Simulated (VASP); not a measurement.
# CdF2 (Fm-3m) in VASP: further runs

Runs on CdF2. Level: PBE. Tasks: single point.

All numbers are computed with VASP 6.6.1; they aren't measurements. Logs are shortened: lines on timing, memory, paths and dates and some standing lists are left out, and cuts for length are marked.

### 1 The cell of the first run

It takes space group Fm-3m (No. 225, cubic). The conventional cell has a = 5.388 Å, b = 5.388 Å, c = 5.388 Å, α = 90.00°, β = 90.00°, γ = 90.00°. Within 3.1 Å of Cd (site symmetry m-3m) lie 8 F at 2.33 Å. F (site symmetry -43m) has 4 Cd at 2.33 Å and 6 F at 2.69 Å within 3.1 Å.

### 2 Single point, PBE

File INCAR:

```
PREC = Accurate ; ENCUT = 520
EDIFF = 1E-6 ; ISMEAR = 0
SIGMA = 0.05 ; LREAL = F
LASPH = T ; NELM = 80
ALGO = Normal ; ISIF = 2
LWAVE = F ; LCHARG = F
GGA = PE ; NBANDS = 20
```

File KPOINTS:

```
regular mesh
0
Gamma
  4 4 4
```

File POSCAR:

```
CdF2
1.0
    0.0000000000      2.6939990179      2.6939990179
    2.6939990179      0.0000000000      2.6939990179
    2.6939990179      2.6939990179      0.0000000000
Cd F
1 2
Direct
    0.0000000000      0.0000000000      0.0000000000
    0.2500000000      0.2500000000      0.2500000000
    0.7500000000      0.7500000000      0.7500000000
```

Potentials or basis: VASP PAW PBE potentials, release 64 (Cd, F).

Launch:

```sh
$ cat potpaw_PBE.64/Cd/POTCAR potpaw_PBE.64/F/POTCAR > POTCAR
$ mpirun -np 1 vasp_std > vasp.out
```

OUTCAR:

```text
PREC = Accurate
   ENCUT = 520
   EDIFF = 1E-6
   ISMEAR = 0
   LREAL = F
   LASPH = T
   NELM = 80
   ISIF = 2
   GGA = PE

 ion  position               nearest neighbor table
   1  0.000  0.000  0.000-   2 2.33   3 2.33   3 2.33   3 2.33   3 2.33   2 2.33   2 2.33   2 2.33

   2  0.250  0.250  0.250-   1 2.33   1 2.33   1 2.33   1 2.33
   3  0.750  0.750  0.750-   1 2.33   1 2.33   1 2.33   1 2.33

  LATTYP: Found a face centered cubic cell.
 ALAT       =     5.3879980358

  Lattice vectors:

 A1 = (   0.0000000000,   2.6939990179,   2.6939990179)
 A2 = (   2.6939990179,   0.0000000000,   2.6939990179)
 A3 = (   2.6939990179,   2.6939990179,   0.0000000000)

Analysis of symmetry for initial positions (statically):
=====================================================================
 Subroutine PRICEL returns:
 Original cell was already a primitive cell.

 Routine SETGRP: Setting up the symmetry group for a
 face centered cubic supercell.

 Subroutine GETGRP returns: Found 48 space group operations
 (whereof 48 operations were pure point group operations)
 out of a pool of 48 trial point group operations.

The static configuration has the point symmetry O_h .

Analysis of symmetry for dynamics (positions and initial velocities):
=====================================================================
 Subroutine PRICEL returns:
 Original cell was already a primitive cell.

 Routine SETGRP: Setting up the symmetry group for a
 face centered cubic supercell.

 Subroutine GETGRP returns: Found 48 space group operations
 (whereof 48 operations were pure point group operations)
 out of a pool of 48 trial point group operations.

The dynamic configuration has the point symmetry O_h .

 Subroutine INISYM returns: Found 48 space group operations
 (whereof 48 operations are pure point group operations),
 and found     1 'primitive' translations

----------------------------------------------------------------------------------------

                                     Primitive cell

  volume of cell :      39.1041

  direct lattice vectors                    reciprocal lattice vectors
     0.000000000  2.693999018  2.693999018    -0.185597692  0.185597692  0.185597692
     2.693999018  0.000000000  2.693999018     0.185597692 -0.185597692  0.185597692
     2.693999018  2.693999018  0.000000000     0.185597692  0.185597692 -0.185597692

  length of vectors
     3.809889948  3.809889948  3.809889948     0.321464632  0.321464632  0.321464632

  position of ions in fractional coordinates (direct lattice)
     0.000000000  0.000000000  0.000000000
     0.250000000  0.250000000  0.250000000
     0.750000000  0.750000000  0.750000000

  ion indices of the primitive-cell ions
   primitive index   ion index
                 1           1
                 2           2
                 3           3

----------------------------------------------------------------------------------------

 KPOINTS: regular mesh

Automatic generation of k-mesh.
 Grid dimensions read from file:
 generate k-points for:    4    4    4

 Generating k-lattice:

  Cartesian coordinates                     Fractional coordinates (reciprocal lattice)
    -0.046399423  0.046399423  0.046399423     0.250000000  0.000000000  0.000000000
     0.046399423 -0.046399423  0.046399423     0.000000000  0.250000000  0.000000000
     0.046399423  0.046399423 -0.046399423     0.000000000  0.000000000  0.250000000

  Length of vectors
     0.080366158  0.080366158  0.080366158

  Shift w.r.t. Gamma in fractional coordinates (k-lattice)
     0.000000000  0.000000000  0.000000000

 Subroutine IBZKPT returns following result:
 ===========================================

 Found      8 irreducible k-points:

 Following reciprocal coordinates:
            Coordinates               Weight
  0.000000  0.000000  0.000000      1.000000
  0.250000  0.000000  0.000000      8.000000
  0.500000  0.000000  0.000000      4.000000
  0.250000  0.250000  0.000000      6.000000
  0.500000  0.250000  0.000000     24.000000
 -0.250000  0.250000  0.000000     12.000000
  0.500000  0.500000  0.000000      3.000000
 -0.250000  0.500000  0.250000      6.000000
   k-points           NKPTS =      8   k-points in BZ     NKDIM =      8   number of bands    NBANDS=     20
   number of dos      NEDOS =    301   number of ions     NIONS =      3
   total plane-waves  NPLWV =  21952
   dimension x,y,z NGX =    28 NGY =   28 NGZ =   28
   dimension x,y,z NGXF=    56 NGYF=   56 NGZF=   56
   ions per type =               1   2
   NGX,Y,Z   is equivalent  to a cutoff of  12.22, 12.22, 12.22 a.u.
   NGXF,Y,Z  is equivalent  to a cutoff of  24.44, 24.44, 24.44 a.u.
 SYSTEM =  unknown system
   PREC   = accura    normal or accurate (medium, high low for compatibility)
   ISTART =      0    job   : 0-new  1-cont  2-samecut
   ICHARG =      2    charge: 1-file 2-atom 10-const
   ISPIN  =      1    spin polarized calculation?
   LNONCOLLINEAR =      F non collinear calculations
   LSORBIT =      F    spin-orbit coupling
   LASPH  =      T    aspherical Exc in radial PAW
   ENCUT  =  520.0 eV  38.22 Ry    6.18 a.u.   7.08  7.08  7.08*2*pi/ulx,y,z
   NELM   =     80;   NELMIN=  2; NELMDL= -5     # of ELM steps
   EDIFF  = 0.1E-05   stopping-criterion for ELM
   LREAL  =      F    real-space projection
   EDIFFG = 0.1E-04   stopping-criterion for IOM
   NSW    =      0    number of steps for IOM
   IBRION =     -1    ionic relax: 0-MD 1-quasi-New 2-CG
   NFREE  =      0    steps in history (QN), initial steepest desc. (CG)
   ISIF   =      2    stress and relaxation
   ISYM   =      2    0-nonsym 1-usesym 2-fastsym
   POTIM  = 0.5000    time-step for ionic-motion
   TEBEG  =    0.0;   TEEND  =   0.0 temperature during run
   PSTRESS=    0.0 pullay stress
   NELECT =      26.0000    total number of electrons
   NUPDOWN=      -1.0000    fix difference up-down
   EMIN   =  10.00;   EMAX   =-10.00  energy-range for DOS
   EFERMI =   0.00;   METHOD = LEGACY
   ISMEAR =     0;   SIGMA  =   0.05  broadening in eV -4-tet -1-fermi 0-gaus
   EFERMI_NEDOS =   21; number of points for ismear=-14 and -15
   IALGO  =     38    algorithm
   IMIX   =      4    mixing-type and parameters
     AMIX     =   0.40;   BMIX     =  1.00
     AMIX_MAG =   1.60;   BMIX_MAG =  1.00
  volume/ion in A,a.u.               =      13.03        87.96
  Fermi-wavevector in a.u.,A,eV,Ry     =   1.428867  2.700167 27.778488  2.041661
  Thomas-Fermi vector in A             =   2.548883
   LORBIT       =      0    0 simple, 1 ext, 2 COOP (PROOUT), +10 PAW based schemes
   GGA     = PE    functional components
   LHFCALC =     F    Hartree Fock is set to
   AEXX    =    0.0000 exact exchange contribution
   IVDW    =     0    specifies the selected vdW correction
   LEPSILON=     F    determine dielectric tensor
   LRPA    =     F    only Hartree local field effects (RPA)
 non-spin polarized calculation
 Gauss-broadening in eV      SIGMA  =   0.05
  energy-cutoff  :      520.00
  volume of cell :       39.10
 maximum number of plane-waves:      1067
   NGX = 15   NGY = 15   NGZ = 15

 number of electron      25.9999990 magnetization

 Free energy of the ion-electron system (eV)
  ---------------------------------------------------
  ext. energy  EPLUGINS =         0.00000000
  ---------------------------------------------------
  free energy    TOTEN  =       -10.85845217 eV

  energy without entropy =      -10.85845217  energy(sigma->0) =      -10.85845217

 E-fermi :  -1.0941     XC(G=0): -10.4118

 val. band max:       -1.3104587088   @ k =  -0.2500   0.5000   0.2500
 cond. band min:       1.7567810753   @ k =   0.0000   0.0000   0.0000
 fundamental gap:      3.0672397841
 Fermi energy:        -1.0940770187

 k-point     1 :       0.0000    0.0000    0.0000
  band No.  band energies     occupation
      1     -22.1156      2.00000
      2     -21.0108      2.00000
      3      -6.9267      2.00000
      4      -6.9267      2.00000
      5      -6.9267      2.00000
      6      -5.7195      2.00000
[... 12 lines left out ...]
     19      18.5867      0.00000
     20      18.5867      0.00000

 k-point     2 :       0.2500    0.0000    0.0000
  band No.  band energies     occupation
      1     -21.9313      2.00000
      2     -21.1746      2.00000
      3      -6.7320      2.00000
      4      -6.7320      2.00000
      5      -6.3160      2.00000
      6      -5.7519      2.00000
[... 12 lines left out ...]
     19      17.5206      0.00000
     20      18.2712      0.00000

 k-point     3 :       0.5000    0.0000    0.0000
  band No.  band energies     occupation
      1     -21.5772      2.00000
      2     -21.5027      2.00000
      3      -6.5869      2.00000
      4      -6.5869      2.00000
      5      -5.6486      2.00000
      6      -5.6486      2.00000
[... 12 lines left out ...]
     19      16.8755      0.00000
     20      17.4480      0.00000

 k-point     4 :       0.2500    0.2500    0.0000
  band No.  band energies     occupation
      1     -21.8894      2.00000
      2     -21.2019      2.00000
      3      -6.5837      2.00000
      4      -6.5837      2.00000
      5      -6.2010      2.00000
      6      -6.0834      2.00000
[... 12 lines left out ...]
     19      19.1701      0.00000
     20      19.9813      0.00000

 k-point     5 :       0.5000    0.2500    0.0000
  band No.  band energies     occupation
      1     -21.6359      2.00000
      2     -21.4188      2.00000
      3      -6.4632      2.00000
      4      -6.3166      2.00000
      5      -5.9720      2.00000
      6      -5.6652      2.00000
[... 12 lines left out ...]
     19      18.6083      0.00000
     20      20.0615      0.00000

 k-point     6 :      -0.2500    0.2500    0.0000
  band No.  band energies     occupation
      1     -21.7081      2.00000
      2     -21.3636      2.00000
      3      -6.5461      2.00000
      4      -6.4181      2.00000
      5      -5.8955      2.00000
      6      -5.7766      2.00000
[... 12 lines left out ...]
     19      16.8524      0.00000
     20      20.7928      0.00000

 k-point     7 :       0.5000    0.5000    0.0000
  band No.  band energies     occupation
      1     -21.6467      2.00000
      2     -21.3832      2.00000
      3      -6.7140      2.00000
      4      -5.9696      2.00000
      5      -5.9696      2.00000
      6      -5.6038      2.00000
[... 12 lines left out ...]
     19      18.1434      0.00000
     20      20.1275      0.00000

 k-point     8 :      -0.2500    0.5000    0.2500
  band No.  band energies     occupation
      1     -21.5178      2.00000
      2     -21.5178      2.00000
      3      -6.3455      2.00000
      4      -5.9857      2.00000
      5      -5.9642      2.00000
      6      -5.8162      2.00000
[... 12 lines left out ...]
     19      17.9660      0.00000
     20      20.0416      0.00000

------------------------ aborting loop because EDIFF is reached ----------------------------------------

  FORCE on cell =-STRESS in cart. coord.  units (eV):
  Direction    XX          YY          ZZ          XY          YZ          ZX
  --------------------------------------------------------------------------------------
  -------------------------------------------------------------------------------------
  Total        1.5146236      1.5146236      1.5146236      0.0000000      0.0000000      0.0000000
  in kB       62.0573174     62.0573174     62.0573174      0.0000000      0.0000000      0.0000000
  external PRESSURE =      62.0573174 kB  Pullay stress =       0.0000000 kB

 VOLUME and BASIS-vectors are now :
 -----------------------------------------------------------------------------
  energy-cutoff  :      520.00
  volume of cell :       39.10
      direct lattice vectors                 reciprocal lattice vectors
     0.000000000  2.693999018  2.693999018    -0.185597692  0.185597692  0.185597692
     2.693999018  0.000000000  2.693999018     0.185597692 -0.185597692  0.185597692
     2.693999018  2.693999018  0.000000000     0.185597692  0.185597692 -0.185597692

 POSITION                                       TOTAL-FORCE (eV/Angst)
 -----------------------------------------------------------------------------------
      0.00000      0.00000      0.00000        -0.000000      0.000000      0.000000
      1.34700      1.34700      1.34700        -0.000000     -0.000000     -0.000000
      4.04100      4.04100      4.04100         0.000000      0.000000      0.000000
 -----------------------------------------------------------------------------------
    total drift:                                0.000000      0.000000      0.000000

  FREE ENERGIE OF THE ION-ELECTRON SYSTEM (eV)
  ---------------------------------------------------
  free  energy   TOTEN  =       -10.8584521687 eV

  energy  without entropy=      -10.8584521687  energy(sigma->0) =      -10.85845217
```

Wall time 9.7 s (1 thread of AMD EPYC 7R43 (Zen 3), shared host); peak memory 0.11 GiB.

Results:

```yaml
Free_energy: -10.8585 eV
Pressure: 6.2 GPa
Band_gap_on_the_k_mesh: 3.07 eV, indirect (least direct gap 3.57 eV)
```

Caveat: the k points lie up to 0.50 Å⁻¹ apart. A k mesh can miss the band edges.

[end of part 1 of 2]
